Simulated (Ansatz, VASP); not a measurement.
## HfSn2O6 in VASP and in Ansatz

The input INCAR:

```
SYSTEM = HfSn2O6
PREC = Accurate
ENCUT = 520
EDIFF = 1E-6
ISMEAR = 0
SIGMA = 0.02
LREAL = .FALSE.
LASPH = .TRUE.
NELM = 80
ALGO = Normal
ISIF = 2
LWAVE = .FALSE.
LCHARG = .FALSE.
GGA = PE
NBANDS = 47
```

File KPOINTS:

```
regular mesh
0
G
  12 12 4
  0 0 0
```

The input POSCAR:

```
HfSn2O6
1.0
    3.5632574268      0.0000000000      0.0000000000
   -1.7816287134      3.0858714519      0.0000000000
    0.0000000000      0.0000000000      9.2186420336
Hf Sn O
1 2 6
Direct
    0.0000000000      0.0000000000      0.5000000000
    0.6666666667      0.3333333333      0.8320961023
    0.3333333333      0.6666666667      0.1679038977
    0.0000000000      0.0000000000      0.7463510243
    0.3333333333      0.6666666667      0.4167691503
    0.6666666667      0.3333333333      0.0837636501
    0.6666666667      0.3333333333      0.5832308497
    0.0000000000      0.0000000000      0.2536489757
    0.3333333333      0.6666666667      0.9162363499
```

Input for Ansatz:

```yaml
crystal:
  lattice:
    - [3.5632574268, 0.0, 0.0]
    - [-1.7816287134, 3.0858714519, 0.0]
    - [0.0, 0.0, 9.2186420336]
  atoms:
    - { symbol: Hf, position: [0.0, 0.0, 0.5] }
    - { symbol: Sn, position: [0.6666666667, 0.3333333333, 0.8320961023] }
    - { symbol: Sn, position: [0.3333333333, 0.6666666667, 0.1679038977] }
    - { symbol: O, position: [0.0, 0.0, 0.7463510243] }
    - { symbol: O, position: [0.3333333333, 0.6666666667, 0.4167691503] }
    - { symbol: O, position: [0.6666666667, 0.3333333333, 0.0837636501] }
    - { symbol: O, position: [0.6666666667, 0.3333333333, 0.5832308497] }
    - { symbol: O, position: [0.0, 0.0, 0.2536489757] }
    - { symbol: O, position: [0.3333333333, 0.6666666667, 0.9162363499] }
basis:
  ecutwfc: 420
kpoints:
  mp_grid: { grid: [12, 12, 4] }
  band_path: { path: [VBM, CBM], npoints: 2 }
hamiltonian:
  xc: pbe
scf:
  occupations: { method: gaussian, width: 0.02 }
output:
  forces: false
  stress: false
  eigenvalues: true
checkpoint:
  read: start.run
  write: ck
  compress: false
  write_wavefunctions: false
  write_every: 100000
```

Alike in both runs: task single point; functional PBE; k mesh 12 × 12 × 4; occupations gaussian, width 0.02 eV; no spin polarisation.

```csv
,VASP,Ansatz
version,VASP 6.6.1,Ansatz 0.2.0
potentials or method,"VASP PAW PBE potentials, release 64 (Hf_pv, Sn_d, O), cutoff 520 eV","scalar-relativistic, plane waves, PAW"
valence electrons in the cell,74,90
```

```tsv
	VASP	Ansatz	Ansatz less VASP
gap on the k mesh at the Fermi level (eV)	1.29	1.28	-0.015
least direct gap on the mesh (eV)	2.05	2.02	-0.024
```

The functional is the same, so the differences come from potentials, cutoffs and numerics. VASP's potentials hold 74 valence electrons a cell and Ansatz's 90, so a difference there can come from the potentials and not from the codes.

Neither program's run includes spin-orbit coupling.
